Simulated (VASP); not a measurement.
## Mo: relaxation of cell and atoms with r2SCAN

The system is Mo.

```
CELL_PARAMETERS angstrom
-1.54116 1.54116 1.54116
1.54116 -1.54116 1.54116
1.54116 1.54116 -1.54116
ATOMIC_POSITIONS crystal
Mo 0.00000 0.00000 0.00000
```

```
Program                : VASP 6.6.1
Task                   : relaxation of cell and atoms
Functional             : r2SCAN
Potentials or basis    : VASP PAW PBE potentials, release 64 (Mo_sv)
Cutoff                 : 600 eV
k mesh                 : 18 × 18 × 18
Occupations            : gaussian, width 0.1 eV
Spin                   : no spin polarisation
Target pressure        : 20 GPa
Dipole correction      : no
Further INCAR settings : ALGO = Normal; EDIFF = 1e-07; IBRION = 2; EDIFFG = -0.008; NSW = 70; ISIF = 3
```

| Property | Result |
| --- | --- |
| Relaxed volume | 14.72 Å³/atom |
| Relaxed cell | a = 2.674 Å, b = 2.674 Å, c = 2.674 Å, α = 109.47°, β = 109.47°, γ = 109.47° |
| Space group after relaxing (to 0.1 Å) | Im-3m (No. 229) |
| Energy change on relaxing (the run minimises the enthalpy) | -10.0 meV/atom |
| Ionic steps | 3 |
| Pressure after relaxing | 20.0 GPa |
| Band gap on the k mesh | zero (bands 7 and 8 overlap by 6.05 eV) |

The path:
```csv
step,energy change (eV),largest force (eV/Å),pressure (GPa),volume (Å³)
1,0.0000,0.0000,21.87,14.64
2,-0.0398,0.0000,13.40,15.01
3,-0.0100,0.0000,19.99,14.72
```

Final structure:
```cif
data_structure
_symmetry_space_group_name_H-M 'P 1'
_symmetry_Int_Tables_number 1
_cell_length_a 2.6740
_cell_length_b 2.6740
_cell_length_c 2.6740
_cell_angle_alpha 109.471
_cell_angle_beta 109.471
_cell_angle_gamma 109.471
_cell_volume 14.72
loop_
_atom_site_label
_atom_site_type_symbol
_atom_site_fract_x
_atom_site_fract_y
_atom_site_fract_z
_atom_site_occupancy
Mo1 Mo 0.00000 0.00000 0.00000 1
```

Levels at points of the mesh, in eV from the Fermi level:
```
           k point  band 4  band 5  band 6  band 7  band 8  band 9  band 10  band 11
(0.00, 0.00, 0.00)  -35.58   -7.87   -1.58   -1.58   -1.58    1.98     1.98    15.54
(0.50, 0.00, 0.00)  -35.60   -6.01   -3.92    1.82    2.00    2.76     5.35    12.60
(0.50, 0.50, 0.50)  -36.82   -6.19   -6.19    4.48    4.48    4.48     9.96     9.96
```

Wall time 7.8 min on 1 thread of Intel Xeon 8259CL, on a shared host, peak memory 0.18 GiB.

Caveat: the cell is relaxed towards a set pressure, so the run minimises the enthalpy, not the energy; the PAW data sets were made with another functional, which shifts forces and pressure a little.
